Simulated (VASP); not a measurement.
# CO in VASP: a series of runs

Runs on CO. Level: PBEsol. Tasks: single point.

Everything below comes from runs of VASP 6.6.1. Logs are shortened: lines on timing, memory, paths and dates and some standing lists are left out, and cuts for length are marked.

## 1. The cell of the first run

The cell holds a disordered packing, 16 atoms: a = 7.742 Å, b = 7.742 Å, c = 7.742 Å, α = 90.00°, β = 90.00°, γ = 90.00°.

## 2. Single point, PBEsol

Contents of INCAR:

```
SYSTEM = CO
ALGO     = Normal         ! electronic algorithm
EDIFF    = 1E-6           ! SCF threshold, eV
ENCUT    = 1000           ! plane-wave cutoff, eV
GGA      = PS             ! functional
GGA_COMPAT= .FALSE.      
ISIF     = 2              ! what is computed and relaxed
ISMEAR   = -1             ! smearing method
LASPH    = .TRUE.         ! aspherical terms in the spheres
LCHARG   = .FALSE.        ! write CHGCAR
LREAL    = Auto         
LWAVE    = .FALSE.        ! write WAVECAR
NBANDS   = 54             ! bands
NELM     = 120            ! most SCF steps
PREC     = Accurate       ! precision mode
SIGMA    = 0.02           ! smearing width, eV
```

Contents of KPOINTS:

```
k-points
0
G
  1 1 1
  0 0 0
```

Contents of POSCAR:

```
CO
1.0
    7.7417530000      0.0000000000      0.0000000000
    0.0000000000      7.7417530000      0.0000000000
    0.0000000000      0.0000000000      7.7417530000
O C
8 8
Direct
    0.7594533176      0.2753639906      0.7997025997
    0.0750605192      0.8551551567      0.3077339202
    0.4865048007      0.7949104034      0.6072784807
    0.0332999516      1.0162168697      0.7829492881
    0.3734425524      0.4266475564      0.7799396338
    0.8151512971      0.3369521089      0.2177542993
    0.3094518774      0.1121322264      0.0748538477
    0.4005036069      0.5825295640      0.2044885700
    0.8661087482      0.3715695915      0.8086798946
    0.0122840395      0.8463974503      0.4405074665
    0.5468141389      0.9154257440      0.6609355788
    0.1023153283      1.0186452603      0.6524620457
    0.2946619454      0.3954014033      0.6576546681
    0.6954238917      0.2982528634      0.2915618724
    0.2736847843      0.1344140016      0.2173538732
    0.2799107644      0.5565535351      0.1292859640
```

Potentials or basis: VASP PAW PBE potentials, release 64 (O_h, C_h).

Started as:

```bash
> cat potpaw_PBE.64/O_h/POTCAR potpaw_PBE.64/C_h/POTCAR > POTCAR
> mpirun -np 1 vasp_gam > vasp.out
```

OUTCAR:

```text
SYSTEM = CO
   EDIFF = 1E-6
   ENCUT = 1000
   GGA = PS
   ISIF = 2
   ISMEAR = -1
   LASPH = .TRUE.
   LREAL = Auto
   NELM = 120
   PREC = Accurate

 ion  position               nearest neighbor table
   1  0.759  0.275  0.800-   9 1.11
   2  0.075  0.855  0.308-  10 1.14
   3  0.487  0.795  0.607-  11 1.12
   4  0.033  0.016  0.783-  12 1.14
   5  0.373  0.427  0.780-  13 1.15
   6  0.815  0.337  0.218-  14 1.13
[... 8 lines left out ...]
  15  0.274  0.134  0.217-   7 1.15
  16  0.280  0.557  0.129-   8 1.12

  LATTYP: Found a simple cubic cell.
 ALAT       =     7.7417530000

  Lattice vectors:

 A1 = (   7.7417530000,   0.0000000000,   0.0000000000)
 A2 = (   0.0000000000,   7.7417530000,   0.0000000000)
 A3 = (   0.0000000000,   0.0000000000,   7.7417530000)

Analysis of symmetry for initial positions (statically):
=====================================================================
 Subroutine PRICEL returns:
 Original cell was already a primitive cell.

 Routine SETGRP: Setting up the symmetry group for a
 simple cubic supercell.

 Subroutine GETGRP returns: Found  1 space group operations
 (whereof  1 operations were pure point group operations)
 out of a pool of 48 trial point group operations.

The static configuration has the point symmetry C_1 .

Analysis of symmetry for dynamics (positions and initial velocities):
=====================================================================
 Subroutine PRICEL returns:
 Original cell was already a primitive cell.

 Routine SETGRP: Setting up the symmetry group for a
 simple cubic supercell.

 Subroutine GETGRP returns: Found  1 space group operations
 (whereof  1 operations were pure point group operations)
 out of a pool of 48 trial point group operations.

The dynamic configuration has the point symmetry C_1 .

 Subroutine INISYM returns: Found  1 space group operations
 (whereof  1 operations are pure point group operations),
 and found     1 'primitive' translations

----------------------------------------------------------------------------------------

                                     Primitive cell

  volume of cell :     463.9999

  direct lattice vectors                    reciprocal lattice vectors
     7.741753000  0.000000000  0.000000000     0.129169711  0.000000000  0.000000000
     0.000000000  7.741753000  0.000000000     0.000000000  0.129169711  0.000000000
     0.000000000  0.000000000  7.741753000     0.000000000  0.000000000  0.129169711

  length of vectors
     7.741753000  7.741753000  7.741753000     0.129169711  0.129169711  0.129169711

  position of ions in fractional coordinates (direct lattice)
     0.759453318  0.275363991  0.799702600
     0.075060519  0.855155157  0.307733920
     0.486504801  0.794910403  0.607278481
     0.033299952  0.016216870  0.782949288
     0.373442552  0.426647556  0.779939634
     0.815151297  0.336952109  0.217754299
[... 8 lines left out ...]
     0.273684784  0.134414002  0.217353873
     0.279910764  0.556553535  0.129285964

  ion indices of the primitive-cell ions
   primitive index   ion index
                 1           1
                 2           2
                 3           3
                 4           4
                 5           5
                 6           6
[... 8 lines left out ...]
                15          15
                16          16

----------------------------------------------------------------------------------------

 KPOINTS: k-points

Automatic generation of k-mesh.
 Grid dimensions read from file:
 generate k-points for:    1    1    1

 Generating k-lattice:

  Cartesian coordinates                     Fractional coordinates (reciprocal lattice)
     0.129169711  0.000000000  0.000000000     1.000000000  0.000000000  0.000000000
     0.000000000  0.129169711  0.000000000     0.000000000  1.000000000  0.000000000
     0.000000000  0.000000000  0.129169711     0.000000000  0.000000000  1.000000000

  Length of vectors
     0.129169711  0.129169711  0.129169711

  Shift w.r.t. Gamma in fractional coordinates (k-lattice)
     0.000000000  0.000000000  0.000000000

 Subroutine IBZKPT returns following result:
 ===========================================

 Found      1 irreducible k-points:

 Following reciprocal coordinates:
            Coordinates               Weight
  0.000000  0.000000  0.000000      1.000000
   k-points           NKPTS =      1   k-points in BZ     NKDIM =      1   number of bands    NBANDS=     54
   number of dos      NEDOS =    301   number of ions     NIONS =     16
   total plane-waves  NPLWV = 512000
   dimension x,y,z NGX =    80 NGY =   80 NGZ =   80
   dimension x,y,z NGXF=   160 NGYF=  160 NGZF=  160
   ions per type =               8   8
   NGX,Y,Z   is equivalent  to a cutoff of  17.18, 17.18, 17.18 a.u.
   NGXF,Y,Z  is equivalent  to a cutoff of  34.36, 34.36, 34.36 a.u.
 SYSTEM =  CO
   PREC   = accura    normal or accurate (medium, high low for compatibility)
   ISTART =      0    job   : 0-new  1-cont  2-samecut
   ICHARG =      2    charge: 1-file 2-atom 10-const
   ISPIN  =      1    spin polarized calculation?
   LNONCOLLINEAR =      F non collinear calculations
   LSORBIT =      F    spin-orbit coupling
   LASPH  =      T    aspherical Exc in radial PAW
   ENCUT  = 1000.0 eV  73.50 Ry    8.57 a.u.  19.96 19.96 19.96*2*pi/ulx,y,z
   NELM   =    120;   NELMIN=  2; NELMDL= -5     # of ELM steps
   EDIFF  = 0.1E-05   stopping-criterion for ELM
   LREAL  =      T    real-space projection
   EDIFFG = 0.1E-04   stopping-criterion for IOM
   NSW    =      0    number of steps for IOM
   IBRION =     -1    ionic relax: 0-MD 1-quasi-New 2-CG
   NFREE  =      0    steps in history (QN), initial steepest desc. (CG)
   ISIF   =      2    stress and relaxation
   ISYM   =      2    0-nonsym 1-usesym 2-fastsym
   POTIM  = 0.5000    time-step for ionic-motion
   TEBEG  =    0.0;   TEEND  =   0.0 temperature during run
   PSTRESS=    0.0 pullay stress
   NELECT =      80.0000    total number of electrons
   NUPDOWN=      -1.0000    fix difference up-down
   EMIN   =  10.00;   EMAX   =-10.00  energy-range for DOS
   EFERMI =   0.00;   METHOD = LEGACY
   ISMEAR =    -1;   SIGMA  =   0.02  broadening in eV -4-tet -1-fermi 0-gaus
   EFERMI_NEDOS =   21; number of points for ismear=-14 and -15
   IALGO  =     38    algorithm
   IMIX   =      4    mixing-type and parameters
     AMIX     =   0.40;   BMIX     =  1.00
     AMIX_MAG =   1.60;   BMIX_MAG =  1.00
  volume/ion in A,a.u.               =      29.00       195.70
  Fermi-wavevector in a.u.,A,eV,Ry     =   0.911169  1.721859 11.295946  0.830229
  Thomas-Fermi vector in A             =   2.035417
   LORBIT       =      0    0 simple, 1 ext, 2 COOP (PROOUT), +10 PAW based schemes
   GGA     = PS    functional components
   LHFCALC =     F    Hartree Fock is set to
   AEXX    =    0.0000 exact exchange contribution
   IVDW    =     0    specifies the selected vdW correction
   LEPSILON=     F    determine dielectric tensor
   LRPA    =     F    only Hartree local field effects (RPA)
 non-spin polarized calculation
  energy-cutoff  :     1000.00
  volume of cell :      464.00
 maximum number of plane-waves:     16686
 NGX is ok and might be reduce to    80
   NGX = 39   NGY = 39   NGZ = 39

 number of electron      79.9999998 magnetization

 Free energy of the ion-electron system (eV)
  ---------------------------------------------------
  ext. energy  EPLUGINS =         0.00000000
  ---------------------------------------------------
  free energy    TOTEN  =      -122.26210458 eV

  energy without entropy =     -122.26210458  energy(sigma->0) =     -122.26210458

 E-fermi :  -4.2818     XC(G=0):  -5.4470

 val. band max:       -4.7613275888   @ k =   0.0000   0.0000   0.0000
 cond. band min:      -0.0215437455   @ k =   0.0000   0.0000   0.0000
 fundamental gap:      4.7397838433
 Fermi energy:        -4.2818351286

 k-point     1 :       0.0000    0.0000    0.0000
  band No.  band energies     occupation
      1     -26.4079      2.00000
      2     -26.4044      2.00000
      3     -26.3854      2.00000
      4     -26.3646      2.00000
      5     -26.1617      2.00000
      6     -25.9986      2.00000
[... 44 lines left out ...]
     51       1.1909      0.00000
     52       1.2647      0.00000
 [bands above 52 left out]

------------------------ aborting loop because EDIFF is reached ----------------------------------------

  FORCE on cell =-STRESS in cart. coord.  units (eV):
  Direction    XX          YY          ZZ          XY          YZ          ZX
  --------------------------------------------------------------------------------------
  -------------------------------------------------------------------------------------
  Total        3.6544018      3.7071155     -1.4318553      2.4327639      0.7080066      0.8998426
  in kB       12.6185353     12.8005541     -4.9441518      8.4002579      2.4447247      3.1071285
  external PRESSURE =       6.8249792 kB  Pullay stress =       0.0000000 kB

 VOLUME and BASIS-vectors are now :
 -----------------------------------------------------------------------------
  energy-cutoff  :     1000.00
  volume of cell :      464.00
      direct lattice vectors                 reciprocal lattice vectors
     7.741753000  0.000000000  0.000000000     0.129169711  0.000000000  0.000000000
     0.000000000  7.741753000  0.000000000     0.000000000  0.129169711  0.000000000
     0.000000000  0.000000000  7.741753000     0.000000000  0.000000000  0.129169711

 POSITION                                       TOTAL-FORCE (eV/Angst)
 -----------------------------------------------------------------------------------
      5.87950      2.13180      6.19110        -1.852705     -1.536966     -0.133402
      0.58110      6.62040      2.38240        -0.034104     -0.044806      0.010584
      3.76640      6.15400      4.70140        -0.564853     -1.154119     -0.521935
      0.25780      0.12555      6.06140         0.241481     -0.095931     -0.429872
      2.89110      3.30300      6.03810        -0.951350     -0.421419     -1.596685
      6.31070      2.60860      1.68580         0.443172      0.156685     -0.251380
[... 8 lines left out ...]
      2.11880      1.04060      1.68270         0.472521     -0.148609     -1.677958
      2.16700      4.30870      1.00090        -1.684804     -0.342502     -0.974423
 -----------------------------------------------------------------------------------
    total drift:                               -0.001759      0.001191     -0.002354

  FREE ENERGIE OF THE ION-ELECTRON SYSTEM (eV)
  ---------------------------------------------------
  free  energy   TOTEN  =      -122.2621045776 eV

  energy  without entropy=     -122.2621045776  energy(sigma->0) =     -122.26210458
```

It took 74 s on 1 thread of Intel Xeon Platinum 8488C (Sapphire Rapids), shared host; peak memory 0.9 GiB.

Results:

```
Free energy   : -122.2621 eV
Pressure      : 0.7 GPa
Largest force : 2.467 eV/Å
```

Forces in eV/Å, atoms in the order of the input:
```
O   -1.853 -1.537 -0.133
O   -0.034 -0.045  0.011
O   -0.565 -1.154 -0.522
O    0.241 -0.096 -0.430
O   -0.951 -0.421 -1.597
O    0.443  0.157 -0.251
O   -0.377  0.227  1.633
O    1.682  0.385  1.023
C    1.796  1.687  0.117
C   -0.286 -0.406 -0.330
C    0.575  1.137  0.494
C    0.019  0.311  0.801
C    0.942  0.417  1.533
C   -0.421 -0.171  0.304
C    0.473 -0.149 -1.678
C   -1.685 -0.343 -0.974
```

Stress tensor (GPa, compression positive):
```
 1.26  0.84  0.31
 0.84  1.28  0.24
 0.31  0.24 -0.49
```

Caveat: the k points lie up to 0.81 Å⁻¹ apart, too coarse for converged energies, forces and pressures; the PAW data sets were made with another functional, which shifts forces and pressure a little.

## 3. Single point, PBEsol

Contents of INCAR:

```
SYSTEM = CO
PREC     = Accurate       ! precision mode
ENCUT    = 1000           ! plane-wave cutoff, eV
EDIFF    = 1E-6           ! SCF threshold, eV
ISMEAR   = -1             ! smearing method
SIGMA    = 0.02           ! smearing width, eV
LREAL    = Auto         
LASPH    = .TRUE.         ! aspherical terms in the spheres
NELM     = 120            ! most SCF steps
ALGO     = Normal         ! electronic algorithm
ISIF     = 2              ! what is computed and relaxed
LWAVE    = .FALSE.        ! write WAVECAR
LCHARG   = .FALSE.        ! write CHGCAR
GGA      = PS             ! functional
NBANDS   = 54             ! bands
GGA_COMPAT= .FALSE.
```

Contents of KPOINTS:

```
Automatic mesh
0
G
  1 1 1
  0 0 0
```

Contents of POSCAR:

```
CO
1.0
    7.7417530000      0.0000000000      0.0000000000
    0.0000000000      7.7417530000      0.0000000000
    0.0000000000      0.0000000000      7.7417530000
O C
8 8
Direct
    0.8006326216      0.3280652328      0.7416537314
   -0.0626731439      0.7947295658      0.2929439883
    0.4616525482      0.8048823051      0.5954852861
    0.0366583641      0.9146507257      0.8706426051
    0.4141180944      0.4319564316      0.7676426773
    0.8287528677      0.2380726949      0.2069040436
    0.3212450720      0.0626731439      0.1187069647
    0.4576870381      0.6306969494      0.1879160960
    0.9183837304      0.3653565284      0.8171663446
   -0.0591726447      0.7330251947      0.4260275418
    0.5480283342      0.9157615853      0.6297281766
    0.1139535193      0.9603509696      0.7484093073
    0.3217100830      0.4922011849      0.6798201906
    0.7188681943      0.3371846144      0.2361222323
    0.2469208201      0.1190298890      0.2293279054
    0.3466269203      0.6381758757      0.0980914788
```

Potentials or basis: VASP PAW PBE potentials, release 64 (O_h, C_h).

Started as:

```bash
> cat potpaw_PBE.64/O_h/POTCAR potpaw_PBE.64/C_h/POTCAR > POTCAR
> mpirun -np 1 vasp_gam > vasp.out
```

OUTCAR:

```text
SYSTEM = CO
   PREC = Accurate
   ENCUT = 1000
   EDIFF = 1E-6
   ISMEAR = -1
   LREAL = Auto
   LASPH = .TRUE.
   NELM = 120
   ISIF = 2
   GGA = PS

 ion  position               nearest neighbor table
   1  0.801  0.328  0.742-   9 1.12
   2  0.937  0.795  0.293-  10 1.14
   3  0.462  0.805  0.595-  11 1.12
   4  0.037  0.915  0.871-  12 1.17
   5  0.414  0.432  0.768-  13 1.09
   6  0.829  0.238  0.207-  14 1.17
[... 8 lines left out ...]
  15  0.247  0.119  0.229-   7 1.12
  16  0.347  0.638  0.098-   8 1.11

  LATTYP: Found a simple cubic cell.
 ALAT       =     7.7417530000

  Lattice vectors:

 A1 = (   7.7417530000,   0.0000000000,   0.0000000000)
 A2 = (   0.0000000000,   7.7417530000,   0.0000000000)
 A3 = (   0.0000000000,   0.0000000000,   7.7417530000)

Analysis of symmetry for initial positions (statically):
=====================================================================
 Subroutine PRICEL returns:
 Original cell was already a primitive cell.
[... 178 lines left out ...]
 fundamental gap:      5.7159273261
 Fermi energy:        -4.9386762462

 k-point     1 :       0.0000    0.0000    0.0000
  band No.  band energies     occupation
      1     -26.6542      2.00000
      2     -26.5572      2.00000
      3     -26.5105      2.00000
      4     -26.4803      2.00000
      5     -26.3509      2.00000
      6     -26.1921      2.00000
[... 44 lines left out ...]
     51       1.2041      0.00000
     52       1.2749      0.00000
 [bands above 52 left out]

------------------------ aborting loop because EDIFF is reached ----------------------------------------

  FORCE on cell =-STRESS in cart. coord.  units (eV):
  Direction    XX          YY          ZZ          XY          YZ          ZX
  --------------------------------------------------------------------------------------
  -------------------------------------------------------------------------------------
  Total        4.7150467      1.4493267      2.8193505      0.1369423      0.0909476      7.1552099
  in kB       16.2809088      5.0044798      9.7351290      0.4728574      0.3140391     24.7067161
  external PRESSURE =      10.3401725 kB  Pullay stress =       0.0000000 kB

 VOLUME and BASIS-vectors are now :
 -----------------------------------------------------------------------------
  energy-cutoff  :     1000.00
  volume of cell :      464.00
      direct lattice vectors                 reciprocal lattice vectors
     7.741753000  0.000000000  0.000000000     0.129169711  0.000000000  0.000000000
     0.000000000  7.741753000  0.000000000     0.000000000  0.129169711  0.000000000
     0.000000000  0.000000000  7.741753000     0.000000000  0.000000000  0.129169711

 POSITION                                       TOTAL-FORCE (eV/Angst)
 -----------------------------------------------------------------------------------
      6.19830      2.53980      5.74170        -1.301535     -0.385068     -0.868237
      7.25655      6.15260      2.26790         0.030067     -0.096228      0.193485
      3.57400      6.23120      4.61010        -0.915480     -1.166724     -0.486001
      0.28380      7.08100      6.74030         2.027322      1.195766     -3.280112
      3.20600      3.34410      5.94290         3.838977     -2.505221      3.611449
      6.41600      1.84310      1.60180        -2.558426      2.268094      0.681478
[... 8 lines left out ...]
      1.91160      0.92150      1.77540        -0.876459      0.714297      1.360174
      2.68350      4.94060      0.75940        -2.642869      0.197335     -2.068392
 -----------------------------------------------------------------------------------
    total drift:                                0.002528     -0.001001     -0.000743

  FREE ENERGIE OF THE ION-ELECTRON SYSTEM (eV)
  ---------------------------------------------------
  free  energy   TOTEN  =      -122.1910094528 eV

  energy  without entropy=     -122.1910094528  energy(sigma->0) =     -122.19100945
```

stdout:

```text
POSCAR found type information on POSCAR O C
 POSCAR found :  2 types and      16 ions
 scaLAPACK will be used
 -----------------------------------------------------------------------------
|                                                                             |
|                                                                             |
|     You enforced a specific xc type in the INCAR file but a different       |
|     I HOPE YOU KNOW WHAT YOU ARE DOING!                                     |
|                                                                             |
 -----------------------------------------------------------------------------

 LDA part: xc-table for (Slater+PW92), standard interpolation
 POSCAR, INCAR and KPOINTS ok, starting setup
 FFT: planning ... GRIDC
 FFT: planning ... GRID_SOFT
 FFT: planning ... GRID
 WAVECAR not read
 entering main loop
```

Run time: 87 s. Hardware: 1 thread of Intel Xeon Platinum 8559C (Emerald Rapids), shared host; peak memory 0.89 GiB.

What came out:

| Property | Result |
| --- | --- |
| Free energy | -122.1910 eV |
| Pressure | 1.0 GPa |
| Largest force | 5.836 eV/Å |

Forces on the atoms (eV/Å):
```
O   -1.302 -0.385 -0.868
O    0.030 -0.096  0.193
O   -0.915 -1.167 -0.486
O    2.027  1.196 -3.280
O    3.839 -2.505  3.611
O   -2.558  2.268  0.681
O    0.918 -0.661 -1.319
O    2.589 -0.098  2.132
C    1.342  0.411  0.813
C   -0.043  0.099 -0.186
C    1.086  1.359  0.414
C   -2.129 -1.214  3.266
C   -3.966  2.250 -3.640
C    2.601 -2.370 -0.625
C   -0.876  0.714  1.360
C   -2.643  0.197 -2.068
```

Caveat: the k points lie up to 0.81 Å⁻¹ apart, too coarse for converged energies, forces and pressures; the PAW data sets were made with another functional, which shifts forces and pressure a little.

[end of part 1 of 2]
